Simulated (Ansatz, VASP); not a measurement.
# One calculation of F, two programs

INCAR

```
PREC = Accurate
ENCUT = 520
EDIFF = 1E-7
ISMEAR = 0
SIGMA = 0.05
LREAL = F
LASPH = T
NELM = 100
ALGO = Normal
ISIF = 2
LWAVE = F
LCHARG = F
GGA = PS
NBANDS = 22
```

KPOINTS

```
Automatic mesh
0
Gamma
  4 4 2
```

POSCAR

```
F
1.0
    3.1004838602     -1.7819543364     -0.2391360627
    3.1004838602      1.7819543364     -0.2391360627
   -2.3313270155      0.0000000000      7.1362390124
F
4
Direct
    0.0848459664      0.0848459664      0.1059920108
    0.9151540336      0.9151540336      0.8940079892
    0.5015719855      0.5015719855      0.5937195244
    0.4984280145      0.4984280145      0.4062804756
```

Input for Ansatz:

```yaml
crystal:
  lattice:
    - [3.1004838602, -1.7819543364, -0.2391360627]
    - [3.1004838602, 1.7819543364, -0.2391360627]
    - [-2.3313270155, 0.0, 7.1362390124]
  atoms:
    - { symbol: F, position: [0.0848459664, 0.0848459664, 0.1059920108] }
    - { symbol: F, position: [0.9151540336, 0.9151540336, 0.8940079892] }
    - { symbol: F, position: [0.5015719855, 0.5015719855, 0.5937195244] }
    - { symbol: F, position: [0.4984280145, 0.4984280145, 0.4062804756] }
basis:
  ecutwfc: 520.0
kpoints:
  mp_grid: { grid: [4, 4, 2] }
hamiltonian:
  xc: pbesol
scf:
  occupations: { method: gaussian, width: 0.05 }
output:
  forces: true
  stress: true
  eigenvalues: true
```

Alike in both runs: task single point; functional PBEsol; k mesh 4 × 4 × 2; occupations gaussian, width 0.05 eV; no spin polarisation.

|  | VASP | Ansatz |
| --- | --- | --- |
| version | VASP 6.6.1 | Ansatz 0.2.0 |
| potentials or method | VASP PAW PBE potentials, release 64 (F), cutoff 520 eV | scalar-relativistic, plane waves, PAW |
| valence electrons in the cell | 28 | 28 |

Ansatz gave:

- gap on the k mesh at the Fermi level (eV): 1.89
- least direct gap on the mesh (eV): 1.98
- pressure (GPa): -3.5
- traceless stress, the component that is largest in VASP (GPa): -5.50
- rms of the force components (eV/Å): 1.271

Task: Which values does VASP return?

Result: gap on the k mesh at the Fermi level (eV): 1.85; least direct gap on the mesh (eV): 1.94; pressure (GPa): -3.4; traceless stress, the component that is largest in VASP (GPa): -4.39; rms of the force components (eV/Å): 1.204.

VASP's potentials were made for PBE, not for PBEsol. Atom by atom the forces differ by 0.195 eV/Å (rms over components). The functional is the same, so the differences come from potentials, cutoffs and numerics.

The k mesh is coarse, so the values compare programs but aren't converged.
